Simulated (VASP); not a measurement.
Write the native input for VASP 6.6.1 that does the following.

* Task: single point
* Functional: LDA
* Potentials or basis: VASP PAW LDA potentials, release 64 (Tl_d)
* Cutoff: 520 eV
* k mesh: 4 × 4 × 4
* Occupations: fermi-dirac, width 0.1 eV
* Spin: no spin polarisation
* Dipole correction: no
* Further INCAR settings: ALGO = Normal; EDIFF = 1e-06; NBANDS = 62

The structure of Tl lies in POSCAR:

```
Tl
1.0
    6.0453880161      0.0000000000      0.0000000000
    0.0000000000      6.0453880161      0.0000000000
    0.0000000000      0.0000000000      6.0453880161
Tl
8
Direct
    0.0000000000      1.0000000000      1.0000000000
    0.5000000000      0.5000000000      0.5000000000
    0.2500000000      0.0000000000      0.5000000000
    0.7500000000      0.0000000000      0.5000000000
    0.5000000000      0.2500000000      1.0000000000
    0.5000000000      0.7500000000      0.0000000000
    1.0000000000      0.5000000000      0.2500000000
    1.0000000000      0.5000000000      0.7500000000
```

These files were run (other wordings do the same):

INCAR

```
PREC     = Accurate       # precision mode
ENCUT    = 520            # plane-wave cutoff, eV
EDIFF    = 1E-6           # SCF threshold, eV
ISMEAR   = -1             # smearing method
SIGMA    = 0.1            # smearing width, eV
LREAL    = F              # projectors in reciprocal space
LASPH    = T              # aspherical terms in the spheres
NELM     = 100            # most SCF steps
ALGO     = Normal         # electronic algorithm
ISIF     = 2              # what is computed and relaxed
LWAVE    = F              # write WAVECAR
LCHARG   = T              # write CHGCAR
GGA      = CA             # functional
LELF     = T              # ELF
LVHAR    = T            
NBANDS   = 62             # bands
```

KPOINTS

```
Automatic mesh
0
Gamma
  4 4 4
```

Potentials or basis: VASP PAW LDA potentials, release 64 (Tl_d).

Launch:

```console
$ cat potpaw_LDA.64/Tl_d/POTCAR > POTCAR
$ mpirun -np 1 vasp_std > vasp.out
```

It gave:

```json
{
  "Pressure": "0.1 GPa",
  "Band gap on the k mesh": "zero (bands 52 and 53 overlap by 2.76 eV)"
}
```

Caveat: spin-orbit coupling is left out, which moves the levels of the heavy elements.

It took 40 s on 1 thread of Intel(R) Xeon(R) 6975P-C (Granite Rapids), with other jobs on the host, peak memory 0.29 GiB.
